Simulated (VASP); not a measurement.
# BeCu2SiS4 (I-42m) in VASP: notebook, part 2 of 3

VASP 6.6.1.

### 4 Single point, PBE

This run uses another cell than the first one, of 16.60 Å³/atom.

Input file INCAR:

```
SYSTEM = BeCu2SiS4
ALGO = Normal
EDIFF = 1E-6
ENCUT = 520
GGA = PE
ISIF = 2
ISMEAR = -1
LASPH = .True.
LCHARG = .False.
LREAL = .False.
LWAVE = .False.
NBANDS = 36
NELM = 80
PREC = Accurate
SIGMA = 0.02
```

Input file KPOINTS:

```
k-points
0
Gamma
  8 8 8
  0 0 0
```

Input file POSCAR:

```
BeCu2SiS4
1.0
   -2.5029285361      2.5029285361      5.2983880723
    2.5029285361     -2.5029285361      5.2983880723
    2.5029285361      2.5029285361     -5.2983880723
Cu Be Si S
2 1 1 4
Direct
    0.7500000000      0.2500000000      0.5000000000
    0.2500000000      0.7500000000      0.5000000000
    0.0000000000      0.0000000000      0.0000000000
    0.5000000000      0.5000000000      0.0000000000
    0.8665282374      0.8665282374      0.5014164823
    0.1334717626      0.6348882449      0.0000000000
    0.6348882449      0.1334717626      0.0000000000
    0.3651117551      0.3651117551      0.4985835177
```

Potentials or basis: VASP PAW PBE potentials, release 64 (Cu, Be, Si, S).

Run with:

```bash
cat potpaw_PBE.64/Cu/POTCAR potpaw_PBE.64/Be/POTCAR potpaw_PBE.64/Si/POTCAR potpaw_PBE.64/S/POTCAR > POTCAR
mpirun -np 1 vasp_std > vasp.out
```

OUTCAR:

```text
SYSTEM = BeCu2SiS4
   EDIFF = 1E-6
   ENCUT = 520
   GGA = PE
   ISIF = 2
   ISMEAR = -1
   LASPH = .True.
   LREAL = .False.
   NELM = 80
   PREC = Accurate

 ion  position               nearest neighbor table
   1  0.750  0.250  0.500-   8 2.27   6 2.27   7 2.27   5 2.27
   2  0.250  0.750  0.500-   8 2.27   7 2.27   6 2.27   5 2.27
   3  0.000  0.000  0.000-   5 2.15   6 2.15   7 2.15   8 2.15
   4  0.500  0.500  0.000-   5 2.16   6 2.16   7 2.16   8 2.16
   5  0.867  0.867  0.501-   3 2.15   4 2.16   1 2.27   2 2.27
   6  0.133  0.635  0.000-   3 2.15   4 2.16   1 2.27   2 2.27
   7  0.635  0.133  0.000-   3 2.15   4 2.16   2 2.27   1 2.27
   8  0.365  0.365  0.499-   3 2.15   4 2.16   2 2.27   1 2.27

  LATTYP: Found a body centered tetragonal cell.
 ALAT       =     5.0058570722
 C/A-ratio  =     2.1168754904

  Lattice vectors:

 A1 = (  -2.5029285361,   2.5029285361,   5.2983880723)
 A2 = (   2.5029285361,  -2.5029285361,   5.2983880723)
 A3 = (   2.5029285361,   2.5029285361,  -5.2983880723)

Analysis of symmetry for initial positions (statically):
=====================================================================
 Subroutine PRICEL returns:
 Original cell was already a primitive cell.

 Routine SETGRP: Setting up the symmetry group for a
 body centered tetragonal supercell.

 Subroutine GETGRP returns: Found  8 space group operations
 (whereof  8 operations were pure point group operations)
 out of a pool of 16 trial point group operations.

The static configuration has the point symmetry D_2d.

Analysis of symmetry for dynamics (positions and initial velocities):
=====================================================================
 Subroutine PRICEL returns:
 Original cell was already a primitive cell.

 Routine SETGRP: Setting up the symmetry group for a
 body centered tetragonal supercell.

 Subroutine GETGRP returns: Found  8 space group operations
 (whereof  8 operations were pure point group operations)
 out of a pool of 16 trial point group operations.

The dynamic configuration has the point symmetry D_2d.

 Subroutine INISYM returns: Found  8 space group operations
 (whereof  8 operations are pure point group operations),
 and found     1 'primitive' translations

----------------------------------------------------------------------------------------

                                     Primitive cell

  volume of cell :     132.7702

  direct lattice vectors                    reciprocal lattice vectors
    -2.502928536  2.502928536  5.298388072     0.000000000  0.199765991  0.094368324
     2.502928536 -2.502928536  5.298388072     0.199765991  0.000000000  0.094368324
     2.502928536  2.502928536 -5.298388072     0.199765991  0.199765991  0.000000000

  length of vectors
     6.371987027  6.371987027  6.371987027     0.220933999  0.220933999  0.282511774

  position of ions in fractional coordinates (direct lattice)
     0.750000000  0.250000000  0.500000000
     0.250000000  0.750000000  0.500000000
     0.000000000  0.000000000  0.000000000
     0.500000000  0.500000000  0.000000000
     0.866528237  0.866528237  0.501416482
     0.133471763  0.634888245  0.000000000
     0.634888245  0.133471763  0.000000000
[... 43 lines left out ...]
  0.250000  0.000000 -0.000000      8.000000
  0.375000  0.000000 -0.000000      8.000000
  0.500000  0.000000 -0.000000      4.000000
  0.125000  0.125000 -0.000000      8.000000
[... 16 lines left out ...]
  0.250000  0.125000  0.125000     16.000000
  0.375000  0.125000  0.125000      8.000000
 [... further k-points ...]
   k-points           NKPTS =     59   k-points in BZ     NKDIM =     59   number of bands    NBANDS=     36
   number of dos      NEDOS =    301   number of ions     NIONS =      8
   total plane-waves  NPLWV = 110592
   dimension x,y,z NGX =    48 NGY =   48 NGZ =   48
   dimension x,y,z NGXF=    96 NGYF=   96 NGZF=   96
   ions per type =               2   1   1   4
   NGX,Y,Z   is equivalent  to a cutoff of  12.52, 12.52, 12.52 a.u.
   NGXF,Y,Z  is equivalent  to a cutoff of  25.05, 25.05, 25.05 a.u.
 SYSTEM =  BeCu2SiS4
   PREC   = accura    normal or accurate (medium, high low for compatibility)
   ISTART =      0    job   : 0-new  1-cont  2-samecut
   ICHARG =      2    charge: 1-file 2-atom 10-const
   ISPIN  =      1    spin polarized calculation?
   LNONCOLLINEAR =      F non collinear calculations
   LSORBIT =      F    spin-orbit coupling
   LASPH  =      T    aspherical Exc in radial PAW
   ENCUT  =  520.0 eV  38.22 Ry    6.18 a.u.  11.85 11.85 11.85*2*pi/ulx,y,z
   NELM   =     80;   NELMIN=  2; NELMDL= -5     # of ELM steps
   EDIFF  = 0.1E-05   stopping-criterion for ELM
   LREAL  =      F    real-space projection
   EDIFFG = 0.1E-04   stopping-criterion for IOM
   NSW    =      0    number of steps for IOM
   IBRION =     -1    ionic relax: 0-MD 1-quasi-New 2-CG
   NFREE  =      0    steps in history (QN), initial steepest desc. (CG)
   ISIF   =      2    stress and relaxation
   ISYM   =      2    0-nonsym 1-usesym 2-fastsym
   POTIM  = 0.5000    time-step for ionic-motion
   TEBEG  =    0.0;   TEEND  =   0.0 temperature during run
   PSTRESS=    0.0 pullay stress
   NELECT =      52.0000    total number of electrons
   NUPDOWN=      -1.0000    fix difference up-down
   EMIN   =  10.00;   EMAX   =-10.00  energy-range for DOS
   EFERMI =   0.00;   METHOD = LEGACY
   ISMEAR =    -1;   SIGMA  =   0.02  broadening in eV -4-tet -1-fermi 0-gaus
   EFERMI_NEDOS =   21; number of points for ismear=-14 and -15
   IALGO  =     38    algorithm
   IMIX   =      4    mixing-type and parameters
     AMIX     =   0.40;   BMIX     =  1.00
     AMIX_MAG =   1.60;   BMIX_MAG =  1.00
  volume/ion in A,a.u.               =      16.60       112.00
  Fermi-wavevector in a.u.,A,eV,Ry     =   1.197776  2.263469 19.519845  1.434668
  Thomas-Fermi vector in A             =   2.333682
   LORBIT       =      0    0 simple, 1 ext, 2 COOP (PROOUT), +10 PAW based schemes
   GGA     = PE    functional components
   LHFCALC =     F    Hartree Fock is set to
   AEXX    =    0.0000 exact exchange contribution
   IVDW    =     0    specifies the selected vdW correction
   LEPSILON=     F    determine dielectric tensor
   LRPA    =     F    only Hartree local field effects (RPA)
 non-spin polarized calculation
  energy-cutoff  :      520.00
  volume of cell :      132.77
 maximum number of plane-waves:      3608
   NGX = 23   NGY = 23   NGZ = 23

 number of electron      52.0000004 magnetization

 Free energy of the ion-electron system (eV)
  ---------------------------------------------------
  ext. energy  EPLUGINS =         0.00000000
  ---------------------------------------------------
  free energy    TOTEN  =       -37.77141263 eV

  energy without entropy =      -37.77141263  energy(sigma->0) =      -37.77141263

 E-fermi :   6.2787     XC(G=0): -10.0592

 val. band max:        5.8445930565   @ k =   0.0000   0.0000   0.0000
 cond. band min:       7.4288671358   @ k =   0.5000   0.5000   0.5000
 fundamental gap:      1.5842740792
 Fermi energy:         6.2787030209

 k-point     1 :       0.0000    0.0000    0.0000
  band No.  band energies     occupation
      1      -9.6402      2.00000
      2      -7.6371      2.00000
      3      -7.5076      2.00000
      4      -7.5076      2.00000
      5      -2.9240      2.00000
      6      -0.4617      2.00000
[... 925 lines left out ...]
     35      12.1789      0.00000
     36      12.3935      0.00000

 [... further k-points ...]

------------------------ aborting loop because EDIFF is reached ----------------------------------------

  FORCE on cell =-STRESS in cart. coord.  units (eV):
  Direction    XX          YY          ZZ          XY          YZ          ZX
  --------------------------------------------------------------------------------------
  -------------------------------------------------------------------------------------
  Total        1.5603851      1.5603851      1.6585289      0.0000000      0.0000000      0.0000000
  in kB       18.8296270     18.8296270     20.0139576      0.0000000      0.0000000      0.0000000
  external PRESSURE =      19.2244038 kB  Pullay stress =       0.0000000 kB

 VOLUME and BASIS-vectors are now :
 -----------------------------------------------------------------------------
  energy-cutoff  :      520.00
  volume of cell :      132.77
      direct lattice vectors                 reciprocal lattice vectors
    -2.502928536  2.502928536  5.298388072     0.000000000  0.199765991  0.094368324
     2.502928536 -2.502928536  5.298388072     0.199765991  0.000000000  0.094368324
     2.502928536  2.502928536 -5.298388072     0.199765991  0.199765991  0.000000000

 POSITION                                       TOTAL-FORCE (eV/Angst)
 -----------------------------------------------------------------------------------
      0.00000      2.50293      2.64919        -0.000000      0.000000     -0.000000
      2.50293      0.00000      2.64919        -0.000000      0.000000     -0.000000
      0.00000      0.00000      0.00000        -0.000000      0.000000     -0.000000
      0.00000      0.00000      5.29839        -0.000000      0.000000     -0.000000
      1.25501      1.25501      6.52571         0.101888      0.101888     -0.030322
      1.25501     -1.25501      4.07107         0.101888     -0.101888      0.030322
     -1.25501      1.25501      4.07107        -0.101888      0.101888      0.030322
      1.24792      1.24792      1.22732        -0.101888     -0.101888     -0.030322
 -----------------------------------------------------------------------------------
    total drift:                                0.000000      0.000000      0.000000

  FREE ENERGIE OF THE ION-ELECTRON SYSTEM (eV)
  ---------------------------------------------------
  free  energy   TOTEN  =       -37.7714126265 eV

  energy  without entropy=      -37.7714126265  energy(sigma->0) =      -37.77141263
```

Run time: 3.1 min. Hardware: 1 thread of Intel Xeon 6975P-C (Granite Rapids), shared host; peak memory 0.48 GiB.

Results:

```yaml
Free_energy: -37.7714 eV
Pressure: 1.9 GPa
Largest_force: 0.147 eV/Å
Band_gap_on_the_k_mesh: 1.58 eV (least direct gap 1.65 eV)
```

Forces in eV/Å, atoms in the order of the input:
```
Cu   0.000  0.000  0.000
Cu   0.000  0.000  0.000
Be   0.000  0.000  0.000
Si   0.000  0.000  0.000
S    0.102  0.102 -0.030
S    0.102 -0.102  0.030
S   -0.102  0.102  0.030
S   -0.102 -0.102 -0.030
```

A k mesh can miss the band edges.

### 5 Relaxation of cell and atoms, PBE

This run uses another cell than the first one, of 15.49 Å³/atom.

Input file INCAR:

```
SYSTEM = BeCu2SiS4
PREC = Accurate
ENCUT = 600
EDIFF = 1E-6
ISMEAR = -1
SIGMA = 0.02
LREAL = .FALSE.
LASPH = .TRUE.
NELM = 80
ALGO = Normal
ISIF = 3
LWAVE = .FALSE.
LCHARG = .FALSE.
GGA = PE
IBRION = 2
NSW = 80
EDIFFG = -0.005
```

Input file KPOINTS:

```
Automatic mesh
0
G
  6 6 6
  0 0 0
```

Input file POSCAR:

```
BeCu2SiS4
1.0
   -2.4928541248      2.4928541248      4.9857082496
    2.4928541248     -2.4928541248      4.9857082496
    2.4928541248      2.4928541248     -4.9857082496
Cu Be Si S
2 1 1 4
Direct
    0.7500000000      0.2500000000      0.5000000000
    0.2500000000      0.7500000000      0.5000000000
    0.0000000000      0.0000000000      0.0000000000
    0.5000000000      0.5000000000      0.0000000000
    0.8830000000      0.8830000000      0.5100000000
    0.1170000000      0.6270000000      0.0000000000
    0.6270000000      0.1170000000      0.0000000000
    0.3730000000      0.3730000000      0.4900000000
```

Run with:

```bash
cat potpaw_PBE.64/Cu/POTCAR potpaw_PBE.64/Be/POTCAR potpaw_PBE.64/Si/POTCAR potpaw_PBE.64/S/POTCAR > POTCAR
mpirun -np 1 vasp_std > vasp.out
```

It took 50 min on 1 thread of Oxide Virtual Turin-like, shared host; peak memory 0.43 GiB.

It converged, with:

```yaml
Free_energy: -37.7907 eV
Relaxed_volume: 16.93 Å³/atom
Relaxed_cell: a = 6.423 Å, b = 6.423 Å, c = 6.423 Å, α = 133.86°, β = 133.86°, γ = 67.30°
Space_group_after_relaxing_to_0.1_Å: I-42m (No. 121)
Energy_gained_by_relaxing: 104.8 meV/atom
Ionic_steps: 16
Pressure_after_relaxing: 0.0 GPa
Band_gap_on_the_k_mesh: 1.48 eV (least direct gap 1.51 eV)
```

Forces in eV/Å, atoms in the order of the input:
```
Cu   0.000  0.000  0.000
Cu   0.000  0.000  0.000
Be   0.000  0.000  0.000
Si   0.000  0.000  0.000
S    0.000  0.000 -0.002
S    0.000  0.000  0.002
S    0.000  0.000  0.002
S    0.000  0.000 -0.002
```

The path:
| step | energy change (eV) | largest force (eV/Å) | pressure (GPa) | volume (Å³) |
| --- | --- | --- | --- | --- |
| 1 | 0.0000 | 2.0199 | 10.13 | 123.93 |
| 2 | -0.6643 | 0.4961 | -4.17 | 142.34 |
| 3 | -0.7020 | 0.6783 | -2.02 | 138.40 |
| 4 | -0.8054 | 0.1476 | -0.22 | 135.82 |
| 5 | -0.8127 | 0.0533 | 0.41 | 135.03 |
| 6 | -0.8128 | 0.0675 | 0.45 | 134.96 |
| 7 | -0.8266 | 0.0692 | 0.06 | 135.56 |
| 8 | -0.8352 | 0.0728 | -0.68 | 136.73 |
| 9 | -0.8356 | 0.0732 | -0.45 | 136.52 |
| 10 | -0.8385 | 0.0342 | 0.14 | 135.40 |
| 11 | -0.8385 | 0.0364 | 0.08 | 135.47 |
| 12 | -0.8387 | 0.0088 | -0.07 | 135.59 |
| 13 | -0.8387 | 0.0051 | -0.05 | 135.56 |
| 14 | -0.8387 | 0.0060 | -0.02 | 135.56 |
| 15 | -0.8387 | 0.0057 | -0.04 | 135.56 |
| 16 | -0.8387 | 0.0024 | 0.02 | 135.48 |

Final structure:
```cif
data_structure
_symmetry_space_group_name_H-M 'P 1'
_symmetry_Int_Tables_number 1
_cell_length_a 6.4232
_cell_length_b 6.4232
_cell_length_c 6.4232
_cell_angle_alpha 133.863
_cell_angle_beta 133.863
_cell_angle_gamma 67.303
_cell_volume 135.48
loop_
_atom_site_label
_atom_site_type_symbol
_atom_site_fract_x
_atom_site_fract_y
_atom_site_fract_z
_atom_site_occupancy
Cu1 Cu 0.75000 0.25000 0.50000 1
Cu2 Cu 0.25000 0.75000 0.50000 1
Be1 Be 0.00000 0.00000 0.00000 1
Si1 Si 0.50000 0.50000 0.00000 1
S1 S 0.86691 0.86691 0.50320 1
S2 S 0.13309 0.63629 0.00000 1
S3 S 0.63629 0.13309 0.00000 1
S4 S 0.36371 0.36371 0.49680 1
```

Levels at points of the mesh, in eV from the valence-band top:
```csv
k point,band 22,band 23,band 24,band 25,band 26,band 27,band 28,band 29,band 30,band 31
"(0.00, 0.00, 0.00)",-1.80,-1.62,-1.01,0.00,0.00,1.51,1.83,3.39,3.80,3.80
"(0.50, 0.00, 0.00)",-1.51,-1.18,-1.17,-0.60,-0.59,3.17,3.25,3.45,4.11,4.39
"(0.50, 0.50, 0.00)",-1.66,-1.25,-0.86,-0.42,-0.18,1.48,2.70,2.96,4.07,4.32
"(0.50, 0.50, 0.50)",-1.59,-1.52,-1.39,-0.75,-0.75,1.58,1.83,1.83,1.99,3.15
```

A k mesh can miss the band edges.

(Continued in part 3 of 3.)
